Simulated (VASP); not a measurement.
Crystal: NaLu.

```
CELL_PARAMETERS angstrom
5.14500 0.00000 0.00000
0.00000 5.14500 0.00000
0.00000 0.00000 5.14500
ATOMIC_POSITIONS crystal
Lu 0.00000 0.00000 0.00000
Lu 0.00000 0.50000 0.50000
Na 0.50000 0.00000 0.50000
Na 0.50000 0.50000 0.00000
```

```yaml
Program: VASP 6.6.1
Task: relaxation of volume and atoms at fixed shape
Functional: PBEsol
Potentials_or_basis: VASP PAW PBE potentials, release 64 (Lu, Na_pv)
Cutoff: 600 eV
k_mesh: 5 × 5 × 5
Occupations: methfessel-paxton, width 0.1 eV
Spin: no spin polarisation
```

At the start: pressure -2.3 GPa; volume 34.05 Å³/atom.

Q: Where does the relaxation end?

A: Over 4 steps the energy falls by 32.2 meV/atom and the volume is 29.94 Å³/atom (-12.1 %); space group P4/mmm (No. 123, to 0.1 Å) before and after.

The path:
| step | energy change (eV) | largest force (eV/Å) | pressure (GPa) | volume (Å³) |
| --- | --- | --- | --- | --- |
| 1 | 0.0000 | 0.0000 | -2.34 | 136.19 |
| 2 | -0.1054 | 0.0000 | -1.10 | 126.61 |
| 3 | -0.1283 | 0.0000 | -0.22 | 121.06 |
| 4 | -0.1289 | 0.0000 | 0.04 | 119.75 |

Final structure:
```
CELL_PARAMETERS angstrom
4.92894 0.00000 0.00000
0.00000 4.92894 0.00000
0.00000 0.00000 4.92894
ATOMIC_POSITIONS crystal
Lu 0.00000 0.00000 0.00000
Lu 0.00000 0.50000 0.50000
Na 0.50000 0.00000 0.50000
Na 0.50000 0.50000 0.00000
```

Caveat: the PAW data sets were made with another functional, which shifts forces and pressure a little.
